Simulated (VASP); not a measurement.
# CoO (I4/mmm) in VASP: single point with PBE+U

Aim: the single point of CoO with PBE+U.

Everything below comes from runs of VASP 6.6.1. Logs are shortened: lines on timing, memory, paths and dates and some standing lists are left out, and cuts for length are marked.

## Step 1: The cell of the first run

Symmetry: I4/mmm, No. 139, tetragonal system. Conventional cell: a = 3.016 Å, b = 3.016 Å, c = 4.214 Å, α = 90.00°, β = 90.00°, γ = 90.00°. Within 2.8 Å of Co (site symmetry 4/mmm) lie 6 O at 2.11 to 2.13 Å. O (site symmetry 4/mmm) has 6 Co at 2.11 to 2.13 Å within 2.8 Å.

## Step 2: Single point, PBE+U

INCAR

```
SYSTEM = CoO
ALGO = Normal
EDIFF = 1E-6
ENCUT = 700
GGA = PE
GGA_COMPAT = .False.
ISIF = 2
ISMEAR = 0
LASPH = .True.
LCHARG = .False.
LDAU = .True.
LDAUJ = 0 0
LDAUL = 2 -1
LDAUPRINT = 1
LDAUTYPE = 2
LDAUU = 3.32 0
LMAXMIX = 4
LREAL = .False.
LWAVE = .False.
NBANDS = 18
NELM = 200
PREC = Accurate
SIGMA = 0.02
```

KPOINTS

```
k-points
0
Gamma
  12 12 12
  0 0 0
```

POSCAR

```
CoO
1.0
   -1.5080001529      1.5080001529      2.1072499549
    1.5080001529     -1.5080001529      2.1072499549
    1.5080001529      1.5080001529     -2.1072499549
Co O
1 1
Direct
    0.0000000000      0.0000000000      0.0000000000
    0.5000000000      0.5000000000      0.0000000000
```

Potentials or basis: VASP PAW PBE potentials, release 64 (Co_sv, O).

On the command line:

```bash
cat potpaw_PBE.64/Co_sv/POTCAR potpaw_PBE.64/O/POTCAR > POTCAR
mpirun -np 1 vasp_std > vasp.out
```

OUTCAR:

```text
SYSTEM = CoO
   EDIFF = 1E-6
   ENCUT = 700
   GGA = PE
   ISIF = 2
   ISMEAR = 0
   LASPH = .True.
   LREAL = .False.
   NELM = 200
   PREC = Accurate

 ion  position               nearest neighbor table
   1  0.000  0.000  0.000-   2 2.11   2 2.11   2 2.13   2 2.13   2 2.13   2 2.13
   2  0.500  0.500  0.000-   1 2.11   1 2.11   1 2.13   1 2.13   1 2.13   1 2.13

  LATTYP: Found a body centered tetragonal cell.
 ALAT       =     3.0160003058
 C/A-ratio  =     1.3973804650

  Lattice vectors:

 A1 = (  -1.5080001529,   1.5080001529,   2.1072499549)
 A2 = (   1.5080001529,  -1.5080001529,   2.1072499549)
 A3 = (   1.5080001529,   1.5080001529,  -2.1072499549)

Analysis of symmetry for initial positions (statically):
=====================================================================
 Subroutine PRICEL returns:
 Original cell was already a primitive cell.

 Routine SETGRP: Setting up the symmetry group for a
 body centered tetragonal supercell.

 Subroutine GETGRP returns: Found 16 space group operations
 (whereof 16 operations were pure point group operations)
 out of a pool of 16 trial point group operations.

The static configuration has the point symmetry D_4h.

Analysis of symmetry for dynamics (positions and initial velocities):
=====================================================================
 Subroutine PRICEL returns:
 Original cell was already a primitive cell.

 Routine SETGRP: Setting up the symmetry group for a
 body centered tetragonal supercell.

 Subroutine GETGRP returns: Found 16 space group operations
 (whereof 16 operations were pure point group operations)
 out of a pool of 16 trial point group operations.

The dynamic configuration has the point symmetry D_4h.

 Subroutine INISYM returns: Found 16 space group operations
 (whereof 16 operations are pure point group operations),
 and found     1 'primitive' translations

----------------------------------------------------------------------------------------

                                     Primitive cell

  volume of cell :      19.1681

  direct lattice vectors                    reciprocal lattice vectors
    -1.508000153  1.508000153  2.107249955     0.000000000  0.331564953  0.237276076
     1.508000153 -1.508000153  2.107249955     0.331564953  0.000000000  0.237276076
     1.508000153  1.508000153 -2.107249955     0.331564953  0.331564953  0.000000000

  length of vectors
     2.998104617  2.998104617  2.998104617     0.407719578  0.407719578  0.468903654

  position of ions in fractional coordinates (direct lattice)
     0.000000000  0.000000000  0.000000000
     0.500000000  0.500000000  0.000000000

  ion indices of the primitive-cell ions
   primitive index   ion index
                 1           1
                 2           2

----------------------------------------------------------------------------------------

 KPOINTS: k-points

Automatic generation of k-mesh.
 Grid dimensions read from file:
 generate k-points for:   12   12   12

 Generating k-lattice:

  Cartesian coordinates                     Fractional coordinates (reciprocal lattice)
     0.000000000  0.027630413  0.019773006     0.083333333 -0.000000000  0.000000000
     0.027630413  0.000000000  0.019773006    -0.000000000  0.083333333  0.000000000
     0.027630413  0.027630413  0.000000000     0.000000000  0.000000000  0.083333333

  Length of vectors
     0.033976631  0.033976631  0.039075304

  Shift w.r.t. Gamma in fractional coordinates (k-lattice)
     0.000000000  0.000000000  0.000000000

 Subroutine IBZKPT returns following result:
 ===========================================
[... 36 lines left out ...]
   NGX,Y,Z   is equivalent  to a cutoff of  15.53, 15.53, 15.53 a.u.
   NGXF,Y,Z  is equivalent  to a cutoff of  31.05, 31.05, 31.05 a.u.
 SYSTEM =  CoO
   PREC   = accura    normal or accurate (medium, high low for compatibility)
   ISTART =      0    job   : 0-new  1-cont  2-samecut
   ICHARG =      2    charge: 1-file 2-atom 10-const
   ISPIN  =      1    spin polarized calculation?
   LNONCOLLINEAR =      F non collinear calculations
   LSORBIT =      F    spin-orbit coupling
   LASPH  =      T    aspherical Exc in radial PAW
   ENCUT  =  700.0 eV  51.45 Ry    7.17 a.u.   6.47  6.47  6.47*2*pi/ulx,y,z
   NELM   =    200;   NELMIN=  2; NELMDL= -5     # of ELM steps
   EDIFF  = 0.1E-05   stopping-criterion for ELM
   LREAL  =      F    real-space projection
   EDIFFG = 0.1E-04   stopping-criterion for IOM
   NSW    =      0    number of steps for IOM
   IBRION =     -1    ionic relax: 0-MD 1-quasi-New 2-CG
   NFREE  =      0    steps in history (QN), initial steepest desc. (CG)
   ISIF   =      2    stress and relaxation
   ISYM   =      2    0-nonsym 1-usesym 2-fastsym
   POTIM  = 0.5000    time-step for ionic-motion
   TEBEG  =    0.0;   TEEND  =   0.0 temperature during run
   PSTRESS=    0.0 pullay stress
   NELECT =      23.0000    total number of electrons
   NUPDOWN=      -1.0000    fix difference up-down
   EMIN   =  10.00;   EMAX   =-10.00  energy-range for DOS
   EFERMI =   0.00;   METHOD = LEGACY
   ISMEAR =     0;   SIGMA  =   0.02  broadening in eV -4-tet -1-fermi 0-gaus
   EFERMI_NEDOS =   21; number of points for ismear=-14 and -15
   IALGO  =     38    algorithm
   IMIX   =      4    mixing-type and parameters
     AMIX     =   0.40;   BMIX     =  1.00
     AMIX_MAG =   1.60;   BMIX_MAG =  1.00
  volume/ion in A,a.u.               =       9.58        64.68
  Fermi-wavevector in a.u.,A,eV,Ry     =   1.739634  3.287431 41.175662  3.026326
  Thomas-Fermi vector in A             =   2.812437
   LORBIT       =      0    0 simple, 1 ext, 2 COOP (PROOUT), +10 PAW based schemes
 LDA+U is selected, type is set to LDAUTYPE =  2
   angular momentum for each species LDAUL =     2   -1
   U (eV)           for each species LDAUU =   3.3  0.0
   J (eV)           for each species LDAUJ =   0.0  0.0
   GGA     = PE    functional components
   LHFCALC =     F    Hartree Fock is set to
   AEXX    =    0.0000 exact exchange contribution
   IVDW    =     0    specifies the selected vdW correction
   LEPSILON=     F    determine dielectric tensor
   LRPA    =     F    only Hartree local field effects (RPA)
 non-spin polarized calculation
 Gauss-broadening in eV      SIGMA  =   0.02
  energy-cutoff  :      700.00
  volume of cell :       19.17
 maximum number of plane-waves:       845
 NGX is ok and might be reduce to    28
   NGX = 13   NGY = 13   NGZ = 13

atom =   1  type =  1  l = 2

 onsite density matrix

spin component  1

  0.3679 -0.0000  0.0000  0.0000 -0.0000
 -0.0000  0.9092  0.0000  0.0000  0.0000
  0.0000  0.0000  0.3345 -0.0000  0.0000
  0.0000  0.0000 -0.0000  0.9092  0.0000
 -0.0000  0.0000  0.0000  0.0000  0.9083

spin component  2

  0.3679 -0.0000  0.0000  0.0000 -0.0000
 -0.0000  0.9092  0.0000  0.0000  0.0000
  0.0000  0.0000  0.3345 -0.0000  0.0000
  0.0000  0.0000 -0.0000  0.9092  0.0000
 -0.0000  0.0000  0.0000  0.0000  0.9083

 occupancies and eigenvectors

  o =  0.3345  v =  0.0000 -0.0000 -1.0000 -0.0000  0.0000  0.0000  0.0000  0.0000  0.0000  0.0000      0.0000  0.0000  0.0000  0.0000  0.0000  0.0000  0.0000  0.0000  0.0000  0.0000
  o =  0.3345  v =  0.0000  0.0000  0.0000  0.0000  0.0000  0.0000 -0.0000 -1.0000 -0.0000  0.0000      0.0000  0.0000  0.0000  0.0000  0.0000  0.0000  0.0000  0.0000  0.0000  0.0000
  o =  0.3679  v =  1.0000  0.0000  0.0000  0.0000  0.0000  0.0000  0.0000  0.0000  0.0000  0.0000      0.0000  0.0000  0.0000  0.0000  0.0000  0.0000  0.0000  0.0000  0.0000  0.0000
  o =  0.3679  v =  0.0000  0.0000  0.0000  0.0000  0.0000  1.0000  0.0000  0.0000  0.0000  0.0000      0.0000  0.0000  0.0000  0.0000  0.0000  0.0000  0.0000  0.0000  0.0000  0.0000
  o =  0.9083  v =  0.0000  0.0000  0.0000  0.0000  0.0000  0.0000 -0.0000  0.0000  0.0000 -1.0000      0.0000  0.0000  0.0000  0.0000  0.0000  0.0000  0.0000  0.0000  0.0000  0.0000
  o =  0.9083  v =  0.0000 -0.0000  0.0000  0.0000 -1.0000  0.0000  0.0000  0.0000  0.0000  0.0000      0.0000  0.0000  0.0000  0.0000  0.0000  0.0000  0.0000  0.0000  0.0000  0.0000
  o =  0.9092  v =  0.0000  0.1962  0.0000 -0.9806 -0.0000  0.0000  0.0000  0.0000  0.0000  0.0000      0.0000  0.0000  0.0000  0.0000  0.0000  0.0000  0.0000  0.0000  0.0000  0.0000
  o =  0.9092  v =  0.0000  0.0000  0.0000  0.0000  0.0000  0.0000  0.1962  0.0000 -0.9806 -0.0000      0.0000  0.0000  0.0000  0.0000  0.0000  0.0000  0.0000  0.0000  0.0000  0.0000
  o =  0.9092  v =  0.0000 -0.9806 -0.0000 -0.1962  0.0000  0.0000  0.0000  0.0000  0.0000  0.0000      0.0000  0.0000  0.0000  0.0000  0.0000  0.0000  0.0000  0.0000  0.0000  0.0000
  o =  0.9092  v =  0.0000  0.0000  0.0000  0.0000  0.0000  0.0000 -0.9806 -0.0000 -0.1962  0.0000      0.0000  0.0000  0.0000  0.0000  0.0000  0.0000  0.0000  0.0000  0.0000  0.0000

 number of electron      23.0000007 magnetization

 Free energy of the ion-electron system (eV)
  ---------------------------------------------------
  ext. energy  EPLUGINS =         0.00000000
  ---------------------------------------------------
  free energy    TOTEN  =       -10.18392051 eV

  energy without entropy =      -10.18331066  energy(sigma->0) =      -10.18361558

 E-fermi :   9.2109     XC(G=0): -12.6956

 val. band max:        9.2099619782   @ k =  -0.2500  -0.3333   0.0833
 cond. band min:       9.2149841533   @ k =   0.3333   0.3333   0.0833
 fundamental gap:      0.0050221751
 Fermi energy:         9.2108725524

 k-point     1 :       0.0000    0.0000    0.0000
  band No.  band energies     occupation
      1     -85.7260      2.00000
      2     -49.0871      2.00000
      3     -48.9944      2.00000
      4     -48.9943      2.00000
      5     -11.4475      2.00000
      6       5.5773      2.00000
[... 481 lines left out ...]
      5     -10.4030      2.00000
      6       1.6836      2.00000
[... 10 lines left out ...]
     17      23.9751      0.00000
     18      28.2285      0.00000

 [... further k-points ...]

------------------------ aborting loop because EDIFF is reached ----------------------------------------

  FORCE on cell =-STRESS in cart. coord.  units (eV):
  Direction    XX          YY          ZZ          XY          YZ          ZX
  --------------------------------------------------------------------------------------
  -------------------------------------------------------------------------------------
  Total       -2.1784116     -2.1784116     -2.2234110      0.0000000     -0.0000000     -0.0000000
  in kB     -182.0839657   -182.0839657   -185.8452701      0.0000000     -0.0000000     -0.0000000
  external PRESSURE =    -183.3377338 kB  Pullay stress =       0.0000000 kB

 VOLUME and BASIS-vectors are now :
 -----------------------------------------------------------------------------
  energy-cutoff  :      700.00
  volume of cell :       19.17
      direct lattice vectors                 reciprocal lattice vectors
    -1.508000153  1.508000153  2.107249955     0.000000000  0.331564953  0.237276076
     1.508000153 -1.508000153  2.107249955     0.331564953  0.000000000  0.237276076
     1.508000153  1.508000153 -2.107249955     0.331564953  0.331564953  0.000000000

 POSITION                                       TOTAL-FORCE (eV/Angst)
 -----------------------------------------------------------------------------------
      0.00000      0.00000      0.00000         0.000000      0.000000     -0.000000
      0.00000      0.00000      2.10725        -0.000000     -0.000000      0.000000
 -----------------------------------------------------------------------------------
    total drift:                                0.000000     -0.000000     -0.000000

  FREE ENERGIE OF THE ION-ELECTRON SYSTEM (eV)
  ---------------------------------------------------
  free  energy   TOTEN  =       -10.1839205076 eV

  energy  without entropy=      -10.1833106617  energy(sigma->0) =      -10.18361558
```

Run time: 1.7 min. Hardware: 1 thread of AMD EPYC 7R43 (Zen 3), shared host; peak memory 0.18 GiB.

Results:

```
Free energy            : -10.1839 eV
Pressure               : -18.3 GPa
Band gap on the k mesh : zero (an odd number of electrons rules out a gap without spin polarisation)
```

Eigenvalues of the final occupation matrices:
```csv
site,spin,trace,eigenvalues
site 1 d,1,3.43,0.33 0.37 0.91 0.91 0.91
site 1 d,2,3.43,0.33 0.37 0.91 0.91 0.91
```

Caveat: the cell stands under tension; an odd number of electrons without spin polarisation forces a metal; a magnetic or distorted state may lie lower; the run has no spin polarisation, though such a crystal can be magnetic; U without spin polarisation on a metal has little footing. Spin polarisation is off, so any magnetic state and its effect on volume and gap are missing.
